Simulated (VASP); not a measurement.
# NaTa6 in VASP: a series of runs

The runs below take NaTa6 through single point, with PBEsol.

Program: VASP 6.6.1. These are calculated values, not measurements. Logs are shortened: lines on timing, memory, paths and dates and some standing lists are left out, and cuts for length are marked.

## Step 1: The cell of the first run

The cell holds a slab with vacuum, 7 atoms: a = 4.639 Å, b = 4.639 Å, c = 19.944 Å, α = 90.00°, β = 90.00°, γ = 120.00°.

## Step 2: Single point, PBEsol

INCAR

```
SYSTEM = NaTa6
ALGO = Normal
DIPOL = 0.5 0.5 0.352
EDIFF = 1E-6
ENCUT = 520
GGA = PS
IDIPOL = 3
ISIF = 2
ISMEAR = 0
LASPH = .True.
LCHARG = .True.
LDIPOL = .True.
LELF = .True.
LREAL = .False.
LVACPOTAV = .True.
LVHAR = .True.
LWAVE = .False.
NBANDS = 46
NELM = 80
PREC = Accurate
SIGMA = 0.1
```

KPOINTS

```
k-points
0
Gamma
  6 6 1
  0 0 0
```

POSCAR

```
NaTa6
1.0
    4.6393552080      0.0000000000      0.0000000000
   -2.3196776040      4.0177994673      0.0000000000
    0.0000000000      0.0000000000     19.9442140487
Ta Na
6 1
Direct
    0.6666666666      0.3333333333      0.2005594199
    0.3333333333      0.6666666667      0.2480420840
    0.0000000000      0.0000000000      0.2955247481
    0.6666666666      0.3333333333      0.3400438158
    0.3333333333      0.6666666667      0.3814862476
    0.0000000000      0.0000000000      0.4233916678
    0.1111111111      0.2222222222      0.5722036780
```

Potentials or basis: VASP PAW PBE potentials, release 64 (Ta_pv, Na_pv).

Launch:

```bash
> cat potpaw_PBE.64/Ta_pv/POTCAR potpaw_PBE.64/Na_pv/POTCAR > POTCAR
> mpirun -np 1 vasp_std > vasp.out
```

OUTCAR:

```text
SYSTEM = NaTa6
   EDIFF = 1E-6
   ENCUT = 520
   GGA = PS
   ISIF = 2
   ISMEAR = 0
   LASPH = .True.
   LREAL = .False.
   NELM = 80
   PREC = Accurate

 ion  position               nearest neighbor table
   1  0.667  0.333  0.201-   4 2.78   2 2.84   2 2.84   2 2.84   3 3.28   3 3.28   3 3.28
   2  0.333  0.667  0.248-   5 2.66   1 2.84   3 2.84   3 2.84   1 2.84   1 2.84   3 2.84   4 3.25
                             4 3.25   4 3.25
   3  0.000  0.000  0.296-   6 2.55   4 2.82   4 2.82   4 2.82   2 2.84   2 2.84   2 2.84   5 3.18
                             5 3.18   5 3.18   1 3.28   1 3.28   1 3.28
   4  0.667  0.333  0.340-   1 2.78   5 2.80   5 2.80   5 2.80   3 2.82   3 2.82   3 2.82   6 3.15
                             6 3.15   6 3.15   2 3.25   2 3.25   2 3.25
   5  0.333  0.667  0.381-   2 2.66   4 2.80   4 2.80   4 2.80   6 2.81   6 2.81   6 2.81   3 3.18
                             3 3.18   3 3.18
   6  0.000  0.000  0.423-   3 2.55   5 2.81   5 2.81   5 2.81   7 3.10   4 3.15   4 3.15   4 3.15

   7  0.111  0.222  0.572-   6 3.10

  LATTYP: Found a hexagonal cell.
 ALAT       =     4.6393552080
 C/A-ratio  =     4.2989193874

  Lattice vectors:

 A1 = (   4.6393552080,   0.0000000000,   0.0000000000)
 A2 = (  -2.3196776040,   4.0177994673,   0.0000000000)
 A3 = (   0.0000000000,   0.0000000000,  19.9442140487)

Analysis of symmetry for initial positions (statically):
=====================================================================
 Subroutine PRICEL returns:
 Original cell was already a primitive cell.

 Routine SETGRP: Setting up the symmetry group for a
 hexagonal supercell.

 Subroutine GETGRP returns: Found  2 space group operations
 (whereof  2 operations were pure point group operations)
 out of a pool of 24 trial point group operations.

The static configuration has the point symmetry C_1h.

Analysis of symmetry for dynamics (positions and initial velocities):
=====================================================================
 Subroutine PRICEL returns:
 Original cell was already a primitive cell.

 Routine SETGRP: Setting up the symmetry group for a
 hexagonal supercell.

 Subroutine GETGRP returns: Found  2 space group operations
 (whereof  2 operations were pure point group operations)
 out of a pool of 24 trial point group operations.

The dynamic configuration has the point symmetry C_1h.

[... 101 lines left out ...]
   NFREE  =      0    steps in history (QN), initial steepest desc. (CG)
   ISIF   =      2    stress and relaxation
   ISYM   =      2    0-nonsym 1-usesym 2-fastsym
   POTIM  = 0.5000    time-step for ionic-motion
   TEBEG  =    0.0;   TEEND  =   0.0 temperature during run
   PSTRESS=    0.0 pullay stress
   NELECT =      73.0000    total number of electrons
   NUPDOWN=      -1.0000    fix difference up-down
   EMIN   =  10.00;   EMAX   =-10.00  energy-range for DOS
   EFERMI =   0.00;   METHOD = LEGACY
   ISMEAR =     0;   SIGMA  =   0.10  broadening in eV -4-tet -1-fermi 0-gaus
   EFERMI_NEDOS =   21; number of points for ismear=-14 and -15
   IALGO  =     38    algorithm
   IMIX   =      4    mixing-type and parameters
     AMIX     =   0.40;   BMIX     =  1.00
     AMIX_MAG =   1.60;   BMIX_MAG =  1.00
  volume/ion in A,a.u.               =      53.11       358.39
  Fermi-wavevector in a.u.,A,eV,Ry     =   0.951542  1.798155 12.319165  0.905433
  Thomas-Fermi vector in A             =   2.080022
   LORBIT       =      0    0 simple, 1 ext, 2 COOP (PROOUT), +10 PAW based schemes
   GGA     = PS    functional components
   LHFCALC =     F    Hartree Fock is set to
   AEXX    =    0.0000 exact exchange contribution
   IVDW    =     0    specifies the selected vdW correction
   LEPSILON=     F    determine dielectric tensor
   LRPA    =     F    only Hartree local field effects (RPA)
 non-spin polarized calculation
 Gauss-broadening in eV      SIGMA  =   0.10
  energy-cutoff  :      520.00
  volume of cell :      371.76
 maximum number of plane-waves:     10037
 NGX is ok and might be reduce to    36
   NGX = 17   NGY = 17   NGZ = 75

 dipolmoment           0.000000      0.000000      0.402209 electrons x Angstroem

 number of electron      73.0000006 magnetization

 dipolmoment           0.000000      0.000000     -0.115032 electrons x Angstroem

 Free energy of the ion-electron system (eV)
  ---------------------------------------------------
  ext. energy  EPLUGINS =         0.00000000
  ---------------------------------------------------
  free energy    TOTEN  =       -69.44317608 eV

  energy without entropy =      -69.40866271  energy(sigma->0) =      -69.42591939

 E-fermi :  -0.1207     XC(G=0):  -5.5862

 val. band max:       -0.1573376810   @ k =   0.3333   0.3333   0.0000
 cond. band min:      -0.1122266803   @ k =  -0.3333   0.1667   0.0000
 fundamental gap:      0.0451110007
 Fermi energy:        -0.1206858878

 k-point     1 :       0.0000    0.0000    0.0000
  band No.  band energies     occupation
      1     -34.8417      2.00000
      2     -34.6473      2.00000
      3     -34.5216      2.00000
      4     -34.5210      2.00000
      5     -34.3368      2.00000
      6     -34.3352      2.00000
[... 626 lines left out ...]
     45       1.6688      0.00000
     46       2.3300      0.00000

------------------------ aborting loop because EDIFF is reached ----------------------------------------

  FORCE on cell =-STRESS in cart. coord.  units (eV):
  Direction    XX          YY          ZZ          XY          YZ          ZX
  --------------------------------------------------------------------------------------
  -------------------------------------------------------------------------------------
  Total       -5.6591986     -5.6841124     -3.5171430      0.0000000      0.7919380      0.0000000
  in kB      -24.3894893    -24.4968605    -15.1578570      0.0000000      3.4130210      0.0000000
  external PRESSURE =     -21.3480689 kB  Pullay stress =       0.0000000 kB

 VOLUME and BASIS-vectors are now :
 -----------------------------------------------------------------------------
  energy-cutoff  :      520.00
  volume of cell :      371.76
      direct lattice vectors                 reciprocal lattice vectors
     4.639355208  0.000000000  0.000000000     0.215547195  0.124446231  0.000000000
    -2.319677604  4.017799467  0.000000000     0.000000000  0.248892462  0.000000000
     0.000000000  0.000000000 19.944214049     0.000000000  0.000000000  0.050139855

 POSITION                                       TOTAL-FORCE (eV/Angst)
 -----------------------------------------------------------------------------------
      2.31968      1.33927      4.00000         0.000000     -0.004297      1.793433
     -0.00000      2.67853      4.94700         0.000000      0.005768     -0.045247
      0.00000      0.00000      5.89401         0.000000      0.014397     -1.815422
      2.31968      1.33927      6.78191         0.000000     -0.014193      0.081706
     -0.00000      2.67853      7.60844         0.000000     -0.070134      0.211612
      0.00000      0.00000      8.44421        -0.000000     -0.183145     -0.228329
      0.00000      0.89284     11.41215         0.000000      0.251604      0.002247
 -----------------------------------------------------------------------------------
    total drift:                                0.000000     -0.000030      0.000233

  FREE ENERGIE OF THE ION-ELECTRON SYSTEM (eV)
  ---------------------------------------------------
  free  energy   TOTEN  =       -69.4431760754 eV

  energy  without entropy=      -69.4086627073  energy(sigma->0) =      -69.42591939
```

stdout:

```text
POSCAR found type information on POSCAR TaNa
 POSCAR found :  2 types and       7 ions
 scaLAPACK will be used
 -----------------------------------------------------------------------------
[... 39 lines left out ...]
|     Did not find any points to average over, which means that no vacuum     |
|     field-free region was found. Please increase the size of  your cell     |
|     in the dimension of the dipole correction to obtain accurate            |
|     workfunction values.                                                    |
|                                                                             |
 -----------------------------------------------------------------------------
```

Wall time 3.9 min (1 thread of AMD EPYC 9R45 (Zen 5), shared host); peak memory 0.51 GiB.

What came out:

| Property | Result |
| --- | --- |
| Free energy | -69.4432 eV |
| Largest force | 1.815 eV/Å |
| Band gap on the k mesh | zero (an odd number of electrons rules out a gap without spin polarisation) |

Forces on the atoms (eV/Å):
```
Ta   0.000 -0.004  1.793
Ta   0.000  0.006 -0.045
Ta   0.000  0.014 -1.815
Ta   0.000 -0.014  0.082
Ta   0.000 -0.070  0.212
Ta   0.000 -0.183 -0.228
Na   0.000  0.252  0.002
```

Caveat: the PAW data sets were made with another functional, which shifts forces and pressure a little; spin-orbit coupling is left out, which moves the levels of the heavy elements.

## Step 3: Single point, PBEsol

INCAR

```
PREC = Accurate
ENCUT = 520
EDIFF = 1E-7
ISMEAR = 0
SIGMA = 0.1
LREAL = F
LASPH = T
NELM = 80
ALGO = Normal
ISIF = 2
LWAVE = F
LCHARG = F
LDIPOL = T
IDIPOL = 3
DIPOL = 0.5 0.5 0.351
GGA = PS
NBANDS = 46
```

KPOINTS

```
regular mesh
0
Gamma
  6 6 1
```

POSCAR

```
NaTa6
1.0
    4.6393552080      0.0000000000      0.0000000000
   -2.3196776040      4.0177994673      0.0000000000
    0.0000000000      0.0000000000     19.9442140487
Ta Na
6 1
Direct
    0.6666666667      0.3333333333      0.2005594199
    0.3333333333      0.6666666666      0.2480420840
    0.0000000000      0.0000000000      0.2955247481
    0.6666666667      0.3333333333      0.3400438158
    0.3333333333      0.6666666666      0.3814862476
    0.0000000000      0.0000000000      0.4233916678
    0.2222222222      0.1111111111      0.5710006219
```

Potentials or basis: VASP PAW PBE potentials, release 64 (Ta_pv, Na_pv).

Launch:

```bash
> cat potpaw_PBE.64/Ta_pv/POTCAR potpaw_PBE.64/Na_pv/POTCAR > POTCAR
> mpirun -np 1 vasp_std > vasp.out
```

Run time: 4 min. Hardware: 1 thread of AMD EPYC 9R45 (Zen 5), shared host; peak memory 0.51 GiB.

Results (log left out):

```
Free energy            : -69.4407 eV
Largest force          : 1.813 eV/Å
Band gap on the k mesh : zero (an odd number of electrons rules out a gap without spin polarisation)
```

Forces on the atoms (eV/Å):
```
Ta  -0.001 -0.001  1.789
Ta   0.007  0.004 -0.046
Ta   0.002  0.001 -1.813
Ta  -0.024 -0.014  0.097
Ta  -0.037 -0.021  0.223
Ta  -0.172 -0.099 -0.277
Na   0.224  0.130  0.027
```

Levels at points of the mesh, in eV from the Fermi level:
```tsv
k point	band 33	band 34	band 35	band 36	band 37	band 38	band 39	band 40
(0.00, 0.00, 0.00)	-1.09	-0.93	-0.93	-0.38	-0.38	0.15	0.24	0.25
(0.50, 0.00, 0.00)	-1.07	-0.94	-0.66	-0.27	-0.08	0.10	0.86	1.05
(0.00, 0.50, 0.00)	-1.07	-0.94	-0.65	-0.27	-0.10	0.11	0.84	1.03
```

Caveat: the PAW data sets were made with another functional, which shifts forces and pressure a little; spin-orbit coupling is left out, which moves the levels of the heavy elements.

The gap in the log of VASP goes by the Fermi energy; the results here count the filled bands.